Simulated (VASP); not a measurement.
# Al30Cu (a cell with a defect) in VASP: notebook

Runs on Al30Cu (a cell with a defect). Level: PBEsol. Tasks: single point.

Everything below comes from runs of VASP 6.6.1. Logs are shortened: lines on timing, memory, paths and dates and some standing lists are left out, and cuts for length are marked.

### Step 1. The cell of the first run

The cell holds a defect, 31 atoms: a = 8.100 Å, b = 8.100 Å, c = 8.100 Å, α = 90.00°, β = 90.00°, γ = 90.00°.

### Step 2. Single point, PBEsol

INCAR

```
PREC = Accurate
ENCUT = 520
EDIFF = 1E-7
ISMEAR = 0
SIGMA = 0.05
LREAL = Auto
LASPH = T
NELM = 80
ALGO = Normal
ISIF = 2
LWAVE = F
LCHARG = T
GGA = PS
LELF = T
LVHAR = T
NBANDS = 72
```

KPOINTS

```
regular mesh
0
Gamma
  3 3 3
```

POSCAR

```
Al30Cu
1.0
    8.1000000000      0.0000000000      0.0000000000
    0.0000000000      8.1000000000      0.0000000000
    0.0000000000      0.0000000000      8.1000000000
Al Cu
30 1
Direct
    0.5036964198      0.0050582716      0.0000732099
    0.7499502469      0.0032474074      0.2500340741
    0.2425270370      0.2425160494      0.0000662963
    0.5039111111      0.4966077778      0.0000854321
    0.7583848148      0.7595539506      0.0000828395
    0.2477358025     -0.0036849383      0.2487039506
    0.5020555556      0.2508519753      0.2491800000
    0.7505453086      0.4989249383      0.2475759259
    0.4961743210     -0.0019770370      0.5000741975
    0.7501006173      0.2518718519      0.5000593827
    0.7499229630      0.0032882716      0.7501119753
   -0.0023634568      0.4996332099      0.0000802469
    0.2503101235      0.7510727160      0.0000944444
   -0.0053162963      0.2475216049      0.2437938272
    0.2510409877      0.4989074074      0.2511685185
    0.5011402469      0.7491114815      0.2502467901
    0.0036904938     -0.0021017284      0.5000728395
    0.2500459259      0.2485586420      0.5001124691
    0.5015732099      0.4997720988      0.5000856790
    0.7520012346      0.7485225926      0.5000788889
    0.2477285185     -0.0036609877      0.7514748148
    0.5020250617      0.2508914815      0.7509795062
    0.7505350617      0.4989297531      0.7525895062
    0.0047741975      0.7532964198      0.2498069136
    0.0023169136      0.5016764198      0.5000951852
    0.2537793827      0.7467907407      0.5000851852
   -0.0053209877      0.2475379012      0.7563616049
    0.2510309877      0.4989309877      0.7490246914
    0.5011245679      0.7491091358      0.7499275309
    0.0047787654      0.7533429630      0.7503779012
    0.9407203704      0.0458782716      0.0000660494
```

Potentials or basis: VASP PAW PBE potentials, release 64 (Al, Cu).

Launch:

```
$ cat potpaw_PBE.64/Al/POTCAR potpaw_PBE.64/Cu/POTCAR > POTCAR
$ mpirun -np 1 vasp_std > vasp.out
```

OUTCAR:

```text
PREC = Accurate
   ENCUT = 520
   EDIFF = 1E-7
   ISMEAR = 0
   LREAL = Auto
   LASPH = T
   NELM = 80
   ISIF = 2
   GGA = PS

 ion  position               nearest neighbor table
   1  0.504  0.005  0.000-   7 2.83  22 2.83  11 2.84   2 2.84   3 2.86   5 2.87  21 2.89   6 2.89
                            29 2.90  16 2.90  13 2.91
   2  0.750  0.003  0.250-  31 2.57  14 2.80   5 2.83   7 2.84   1 2.84  10 2.86  16 2.88  17 2.89
                             9 2.89  24 2.89  20 2.89
   3  0.243  0.243  0.000-  27 2.82  14 2.82  21 2.83   6 2.83   1 2.86  12 2.88  28 2.91  15 2.91
                            22 2.91   7 2.91  31 2.92   4 2.95
   4  0.504  0.497  0.000-  23 2.83   8 2.83  22 2.83   7 2.83  29 2.88  16 2.88  28 2.89  15 2.89
                            13 2.91   3 2.95   5 2.96
   5  0.758  0.760  0.000-  31 2.75   2 2.83  11 2.83  30 2.84  24 2.84  12 2.86   1 2.87  16 2.91
                            29 2.91  23 2.91   8 2.91   4 2.96
   6  0.248  0.996  0.249-  24 2.78  13 2.83   3 2.83  17 2.84   9 2.86  16 2.87  26 2.87  18 2.88
                            14 2.89   1 2.89   7 2.91
   7  0.502  0.251  0.249-   4 2.83   1 2.83   2 2.84   8 2.84  10 2.86  15 2.86  19 2.86  18 2.88
                             9 2.89   6 2.91   3 2.91
   8  0.751  0.499  0.248-   4 2.83  12 2.83  14 2.84   7 2.84  10 2.86  16 2.86  19 2.87  20 2.88
                            25 2.89   5 2.91  24 2.91
   9  0.496  0.998  0.500-  26 2.83  18 2.84  16 2.86  29 2.86   6 2.86  21 2.86   7 2.89  22 2.89
[... 28 lines left out ...]
                            25 2.89   5 2.91  30 2.91
  24  0.005  0.753  0.250-   6 2.78  17 2.83  13 2.84   5 2.84  26 2.86  15 2.87  25 2.87  20 2.88
                            12 2.88   2 2.89   8 2.91
  25  0.002  0.502  0.500-  26 2.84  20 2.85  28 2.85  15 2.85  18 2.87  24 2.87  30 2.88  10 2.88
                            23 2.89   8 2.89  27 2.92  14 2.92
  26  0.254  0.747  0.500-   9 2.83  19 2.83  25 2.84  28 2.85  15 2.85  29 2.85  16 2.85  24 2.86
                            30 2.86   6 2.87  21 2.87  17 2.87
  27  0.995  0.248  0.756-  31 2.60  11 2.80   3 2.82  23 2.84  12 2.84  10 2.87  21 2.89  17 2.90
                            28 2.91  25 2.92  18 2.93
  28  0.251  0.499  0.749-  26 2.85  25 2.85  22 2.86  18 2.86  19 2.86  29 2.87  30 2.87  13 2.88
                             4 2.89  12 2.89   3 2.91  27 2.91
  29  0.501  0.749  0.750-  26 2.85   9 2.86  19 2.86  23 2.86  28 2.87  21 2.87  20 2.87  13 2.87
                             4 2.88  11 2.88   1 2.90   5 2.91
  30  0.005  0.753  0.750-  21 2.78  17 2.83  13 2.84   5 2.84  26 2.86  28 2.87  25 2.88  20 2.88
                            12 2.88  11 2.89  23 2.91
  31  0.941  0.046  0.000-  11 2.57   2 2.57  27 2.60  14 2.60   5 2.75   3 2.92

  LATTYP: Found a simple cubic cell.
 ALAT       =     8.1000000000

  Lattice vectors:

 A1 = (   8.1000000000,   0.0000000000,   0.0000000000)
 A2 = (   0.0000000000,   8.1000000000,   0.0000000000)
 A3 = (   0.0000000000,   0.0000000000,   8.1000000000)

Analysis of symmetry for initial positions (statically):
=====================================================================
 Subroutine PRICEL returns:
 Original cell was already a primitive cell.

 Routine SETGRP: Setting up the symmetry group for a
 simple cubic supercell.

 Subroutine GETGRP returns: Found  1 space group operations
 (whereof  1 operations were pure point group operations)
 out of a pool of 48 trial point group operations.

The static configuration has the point symmetry C_1 .

Analysis of symmetry for dynamics (positions and initial velocities):
=====================================================================
 Subroutine PRICEL returns:
 Original cell was already a primitive cell.

 Routine SETGRP: Setting up the symmetry group for a
 simple cubic supercell.

 Subroutine GETGRP returns: Found  1 space group operations
 (whereof  1 operations were pure point group operations)
 out of a pool of 48 trial point group operations.

The dynamic configuration has the point symmetry C_1 .

 Subroutine INISYM returns: Found  1 space group operations
 (whereof  1 operations are pure point group operations),
 and found     1 'primitive' translations

----------------------------------------------------------------------------------------

                                     Primitive cell

  volume of cell :     531.4410

  direct lattice vectors                    reciprocal lattice vectors
[... 86 lines left out ...]
     0.000000000  0.041152263  0.000000000     0.000000000  0.333333333  0.000000000
     0.000000000  0.000000000  0.041152263     0.000000000  0.000000000  0.333333333

  Length of vectors
     0.041152263  0.041152263  0.041152263

  Shift w.r.t. Gamma in fractional coordinates (k-lattice)
     0.000000000  0.000000000  0.000000000

 Subroutine IBZKPT returns following result:
 ===========================================

 Found     14 irreducible k-points:

 Following reciprocal coordinates:
            Coordinates               Weight
  0.000000  0.000000  0.000000      1.000000
  0.333333  0.000000  0.000000      2.000000
  0.000000  0.333333  0.000000      2.000000
  0.000000  0.000000  0.333333      2.000000
  0.333333  0.333333  0.000000      2.000000
  0.000000  0.333333  0.333333      2.000000
  0.333333  0.000000  0.333333      2.000000
 -0.333333  0.333333  0.000000      2.000000
 -0.333333  0.000000  0.333333      2.000000
  0.000000 -0.333333  0.333333      2.000000
  0.333333  0.333333  0.333333      2.000000
 -0.333333  0.333333  0.333333      2.000000
 -0.333333 -0.333333  0.333333      2.000000
  0.333333 -0.333333  0.333333      2.000000
   k-points           NKPTS =     14   k-points in BZ     NKDIM =     14   number of bands    NBANDS=     72
   number of dos      NEDOS =    301   number of ions     NIONS =     31
   total plane-waves  NPLWV = 216000
   dimension x,y,z NGX =    60 NGY =   60 NGZ =   60
   dimension x,y,z NGXF=   120 NGYF=  120 NGZF=  120
   ions per type =              30   1
   NGX,Y,Z   is equivalent  to a cutoff of  12.31, 12.31, 12.31 a.u.
   NGXF,Y,Z  is equivalent  to a cutoff of  24.63, 24.63, 24.63 a.u.
 SYSTEM =  unknown system
   PREC   = accura    normal or accurate (medium, high low for compatibility)
   ISTART =      0    job   : 0-new  1-cont  2-samecut
   ICHARG =      2    charge: 1-file 2-atom 10-const
   ISPIN  =      1    spin polarized calculation?
   LNONCOLLINEAR =      F non collinear calculations
   LSORBIT =      F    spin-orbit coupling
   LASPH  =      T    aspherical Exc in radial PAW
   ENCUT  =  520.0 eV  38.22 Ry    6.18 a.u.  15.06 15.06 15.06*2*pi/ulx,y,z
   NELM   =     80;   NELMIN=  2; NELMDL= -5     # of ELM steps
   EDIFF  = 0.1E-06   stopping-criterion for ELM
   LREAL  =      T    real-space projection
   EDIFFG = 0.1E-05   stopping-criterion for IOM
   NSW    =      0    number of steps for IOM
   IBRION =     -1    ionic relax: 0-MD 1-quasi-New 2-CG
   NFREE  =      0    steps in history (QN), initial steepest desc. (CG)
   ISIF   =      2    stress and relaxation
   ISYM   =      2    0-nonsym 1-usesym 2-fastsym
   POTIM  = 0.5000    time-step for ionic-motion
   TEBEG  =    0.0;   TEEND  =   0.0 temperature during run
   PSTRESS=    0.0 pullay stress
   NELECT =     101.0000    total number of electrons
   NUPDOWN=      -1.0000    fix difference up-down
   EMIN   =  10.00;   EMAX   =-10.00  energy-range for DOS
   EFERMI =   0.00;   METHOD = LEGACY
   ISMEAR =     0;   SIGMA  =   0.05  broadening in eV -4-tet -1-fermi 0-gaus
   EFERMI_NEDOS =   21; number of points for ismear=-14 and -15
   IALGO  =     38    algorithm
   IMIX   =      4    mixing-type and parameters
     AMIX     =   0.40;   BMIX     =  1.00
     AMIX_MAG =   1.60;   BMIX_MAG =  1.00
  volume/ion in A,a.u.               =      17.14       115.69
  Fermi-wavevector in a.u.,A,eV,Ry     =   0.941233  1.778672 12.053656  0.885919
  Thomas-Fermi vector in A             =   2.068723
   LORBIT       =      0    0 simple, 1 ext, 2 COOP (PROOUT), +10 PAW based schemes
   GGA     = PS    functional components
   LHFCALC =     F    Hartree Fock is set to
   AEXX    =    0.0000 exact exchange contribution
   IVDW    =     0    specifies the selected vdW correction
   LEPSILON=     F    determine dielectric tensor
   LRPA    =     F    only Hartree local field effects (RPA)
 non-spin polarized calculation
 Gauss-broadening in eV      SIGMA  =   0.05
  energy-cutoff  :      520.00
  volume of cell :      531.44
 maximum number of plane-waves:     14358
   NGX = 31   NGY = 31   NGZ = 31

 number of electron     101.0000000 magnetization

 Free energy of the ion-electron system (eV)
  ---------------------------------------------------
  ext. energy  EPLUGINS =         0.00000000
  ---------------------------------------------------
  free energy    TOTEN  =      -126.20839818 eV

  energy without entropy =     -126.20028730  energy(sigma->0) =     -126.20434274

 E-fermi :   7.2502     XC(G=0): -10.1196

 val. band max:        7.2437150503   @ k =   0.0000   0.0000   0.0000
 cond. band min:       7.3010674512   @ k =   0.3333   0.0000   0.0000
 fundamental gap:      0.0573524009
 Fermi energy:         7.2502146849

 k-point     1 :       0.0000    0.0000    0.0000
  band No.  band energies     occupation
      1      -3.4399      2.00000
      2      -1.3095      2.00000
      3      -1.2955      2.00000
      4      -1.2765      2.00000
      5      -1.2587      2.00000
      6      -1.1094      2.00000
[... 899 lines left out ...]
     61       9.1745      0.00000
     62       9.2139      0.00000
 [bands above 62 left out]

------------------------ aborting loop because EDIFF is reached ----------------------------------------

  FORCE on cell =-STRESS in cart. coord.  units (eV):
  Direction    XX          YY          ZZ          XY          YZ          ZX
  --------------------------------------------------------------------------------------
  -------------------------------------------------------------------------------------
  Total      -12.8053203    -12.7945958     -8.7773437      0.1829245     -0.0005572      0.0013053
  in kB      -38.6052148    -38.5728828    -26.4617542      0.5514769     -0.0016800      0.0039350
  external PRESSURE =     -34.5466172 kB  Pullay stress =       0.0000000 kB

 VOLUME and BASIS-vectors are now :
 -----------------------------------------------------------------------------
  energy-cutoff  :      520.00
  volume of cell :      531.44
      direct lattice vectors                 reciprocal lattice vectors
     8.100000000  0.000000000  0.000000000     0.123456790  0.000000000  0.000000000
     0.000000000  8.100000000  0.000000000     0.000000000  0.123456790  0.000000000
     0.000000000  0.000000000  8.100000000     0.000000000  0.000000000  0.123456790

 POSITION                                       TOTAL-FORCE (eV/Angst)
 -----------------------------------------------------------------------------------
      4.07994      0.04097      0.00059        -0.045837     -0.009904     -0.000348
      6.07460      0.02630      2.02528        -0.008208      0.030062     -0.045270
      1.96447      1.96438      0.00054        -0.022002      0.005809      0.000330
      4.08168      4.02252      0.00069        -0.018015      0.005126      0.000502
      6.14292      6.15239      0.00067        -0.025197     -0.008420     -0.000997
      2.00666      8.07015      2.01450        -0.027249      0.011107      0.001512
[... 23 lines left out ...]
      0.03871      6.10208      6.07806        -0.022178      0.023929      0.014177
      7.61984      0.37161      0.00054         0.336863     -0.270765     -0.000158
 -----------------------------------------------------------------------------------
    total drift:                                0.041377     -0.009798      0.003633

  FREE ENERGIE OF THE ION-ELECTRON SYSTEM (eV)
  ---------------------------------------------------
  free  energy   TOTEN  =      -126.2083981801 eV

  energy  without entropy=     -126.2002873048  energy(sigma->0) =     -126.20434274
```

Run time: 9.3 min. Hardware: 1 thread of AMD EPYC 9R45 (Zen 5), shared host; peak memory 0.62 GiB.

Results:

| Item | Value |
| --- | --- |
| Free energy | -126.2084 eV |
| Pressure | -3.5 GPa |
| Largest force | 0.432 eV/Å |
| Band gap on the k mesh | zero (an odd number of electrons rules out a gap without spin polarisation) |

Forces in eV/Å, atoms in the order of the input:
```
Al  -0.046 -0.010  0.000
Al  -0.008  0.030 -0.045
Al  -0.022  0.006  0.000
Al  -0.018  0.005  0.001
Al  -0.025 -0.008 -0.001
Al  -0.027  0.011  0.002
Al  -0.009  0.004 -0.015
Al  -0.004  0.007 -0.006
Al  -0.005  0.004  0.001
Al  -0.006  0.003  0.001
Al  -0.008  0.029  0.045
Al   0.000  0.023  0.000
Al   0.000  0.002  0.001
Al  -0.013  0.019 -0.007
Al   0.004  0.005  0.010
Al  -0.006 -0.005  0.012
Al  -0.020  0.009  0.000
Al  -0.018  0.000 -0.002
Al   0.004  0.004 -0.001
Al   0.002  0.027  0.001
Al  -0.027  0.011 -0.001
Al  -0.008  0.003  0.014
Al  -0.004  0.008  0.007
Al  -0.022  0.024 -0.014
Al  -0.004  0.014  0.000
Al  -0.012  0.004  0.000
Al  -0.013  0.019  0.007
Al   0.005  0.005 -0.011
Al  -0.005 -0.005 -0.011
Al  -0.022  0.024  0.014
Cu   0.337 -0.271  0.000
```

Levels at points of the mesh, in eV from the Fermi level:
```csv
k point,band 49,band 50,band 51,band 52,band 53,band 54
"(0.00, 0.00, 0.00)",-0.11,-0.01,0.57,0.67,0.67,0.68
```

Caveat: the PAW data sets were made with another functional, which shifts forces and pressure a little.

### Step 3. Single point, PBEsol

INCAR

```
SYSTEM = Al30Cu
ALGO = Normal ; EDIFF = 1E-7
ENCUT = 520 ; GGA = PS
ISIF = 2 ; ISMEAR = 0
LASPH = .True. ; LCHARG = .False.
LREAL = Auto ; LWAVE = .False.
NBANDS = 72 ; NELM = 80
PREC = Accurate ; SIGMA = 0.05
```

KPOINTS

```
k-points
0
Gamma
  3 3 3
  0 0 0
```

POSCAR

```
Al30Cu
1.0
    8.1000000000      0.0000000000      0.0000000000
    0.0000000000      8.1000000000      0.0000000000
    0.0000000000      0.0000000000      8.1000000000
Al Cu
30 1
Direct
    0.5101898765      0.0075579012      0.0003724691
    0.7549104938      0.0002527160      0.2484114815
    0.2482439506      0.2451709877      0.0003728395
    0.5012069136      0.4988938272      0.0003707407
    0.7549383951      0.7518701235      0.0003720988
    0.2494713580     -0.0012085185      0.2485470370
    0.5035606173      0.2534222222      0.2493950617
    0.7466751852      0.4965419753      0.2493890123
    0.4997853086      0.0008792593      0.5003718519
    0.7478059259      0.2522944444      0.5003706173
    0.7549088889      0.0002535802      0.7523339506
   -0.0074614815      0.4899206173      0.0003727160
    0.2474214815      0.7526660494      0.0003735802
   -0.0001912346      0.2451623457      0.2483528395
    0.2497324691      0.5001707407      0.2508985185
    0.4999158025      0.7503555556      0.2508938272
    0.0021311111     -0.0020233333      0.5003743210
    0.2537448148      0.2511869136      0.5003722222
    0.4974822222      0.5026127160      0.5003722222
    0.7489009877      0.7463259259      0.5003730864
    0.2494701235     -0.0012060494      0.7521993827
    0.5035564198      0.2534208642      0.7513513580
    0.7466764198      0.4965443210      0.7513544444
    0.0013076543      0.7506264198      0.2485614815
   -0.0007862963      0.5002912346      0.5003725926
    0.2501213580      0.7499753086      0.5003732099
   -0.0001890123      0.2451648148      0.7523954321
    0.2497314815      0.5001681481      0.7498454321
    0.4999186420      0.7503580247      0.7498541975
    0.0013050617      0.7506237037      0.7521876543
    0.8083039506      0.1916361728      0.0003780247
```

Potentials or basis: VASP PAW PBE potentials, release 64 (Al, Cu).

Launch:

```
$ cat potpaw_PBE.64/Al/POTCAR potpaw_PBE.64/Cu/POTCAR > POTCAR
$ mpirun -np 1 vasp_std > vasp.out
```

Wall time 13 min (1 thread of AMD EPYC 9R45 (Zen 5), shared host); peak memory 0.63 GiB.

It converged, with:

```
Free energy            : -126.1853 eV
Pressure               : -3.4 GPa
Largest force          : 0.439 eV/Å
Band gap on the k mesh : zero (an odd number of electrons rules out a gap without spin polarisation)
```

Forces in eV/Å, atoms in the order of the input:
```
Al   0.009 -0.014 -0.002
Al   0.023 -0.017 -0.030
Al   0.041  0.007 -0.001
Al   0.005 -0.005  0.001
Al  -0.008 -0.041 -0.001
Al   0.006 -0.004 -0.010
Al   0.021 -0.008  0.000
Al   0.007 -0.022  0.001
Al   0.023  0.001  0.003
Al   0.011 -0.012  0.000
Al   0.023 -0.018  0.029
Al   0.014 -0.009 -0.002
Al   0.005 -0.005 -0.001
Al   0.018 -0.023 -0.030
Al   0.008 -0.003  0.014
Al   0.004 -0.007  0.014
Al   0.005 -0.005  0.000
Al   0.013 -0.005  0.000
Al   0.001 -0.002 -0.001
Al   0.006 -0.014 -0.001
Al   0.007 -0.003  0.008
Al   0.021 -0.007 -0.001
Al   0.007 -0.021  0.000
Al   0.003 -0.006 -0.011
Al  -0.002 -0.022  0.003
Al   0.003 -0.003  0.002
Al   0.017 -0.023  0.028
Al   0.010 -0.005 -0.009
Al   0.005 -0.009 -0.010
Al   0.003 -0.006  0.008
Cu  -0.310  0.311 -0.001
```

Stress tensor (GPa, compression positive):
```
-3.86  0.04  0.00
 0.04 -3.86  0.00
 0.00  0.00 -2.54
```

Levels at points of the mesh, in eV from the Fermi level:
| k point | band 47 | band 48 | band 49 | band 50 | band 51 | band 52 | band 53 | band 54 | band 55 | band 56 |
| --- | --- | --- | --- | --- | --- | --- | --- | --- | --- | --- |
| (0.00, 0.00, 0.00) | -0.32 | -0.16 | -0.10 | 0.00 | 0.56 | 0.67 | 0.67 | 0.68 | 0.73 | 0.80 |

Caveat: the PAW data sets were made with another functional, which shifts forces and pressure a little.

The gap in the log of VASP goes by the Fermi energy; the results here count the filled bands.